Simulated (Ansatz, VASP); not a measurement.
## One calculation of AlInSbN2, two programs

```xyz
5
Lattice="2.9260 0.0000 0.0000 0.0000 5.3578 0.0000 0.0000 0.0000 11.0909" Properties=species:S:1:pos:R:3 pbc="T T T"
Al    0.0000    2.6789    4.5649
In    0.0000    0.0000    5.7764
Sb    0.0000    2.6789    7.4408
N     0.0000    0.0000    1.1196
N     0.0000    0.0000   11.1088
```

Alike in both runs: functional PBE; k mesh 12 × 8 × 4; occupations gaussian, width 0.1 eV; no spin polarisation.

Ansatz relaxed the structure, and its values are those at the end. VASP's run is a single point on that final structure, the one shown.

|  | VASP | Ansatz |
| --- | --- | --- |
| version | VASP 6.6.1 | Ansatz 0.2.0 |
| potentials or method | VASP PAW PBE potentials, release 64 (Al, In_d, Sb_d_GW, N), cutoff 700 eV | scalar-relativistic, plane waves, PAW |
| valence electrons in the cell | 41 | 41 |

Ansatz gave:

- gap on the k mesh at the Fermi level (eV): none
- pressure (GPa): 0.0
- rms of the force components (eV/Å): 0.003

Question: Estimate VASP's values.

Answer: gap on the k mesh at the Fermi level (eV): none; pressure (GPa): 0.5; rms of the force components (eV/Å): 0.601.

A gap of «none» marks a metal or a gap that the smearing closes. One of these differences is far larger than is usual between the two programs; its cause wasn't traced. With one functional, cell and mesh, what is left measures potentials, basis and numerics.

Spin-orbit coupling is off throughout. Noted on VASP's run: the standard files for N, O and F lose accuracy on very short bonds.
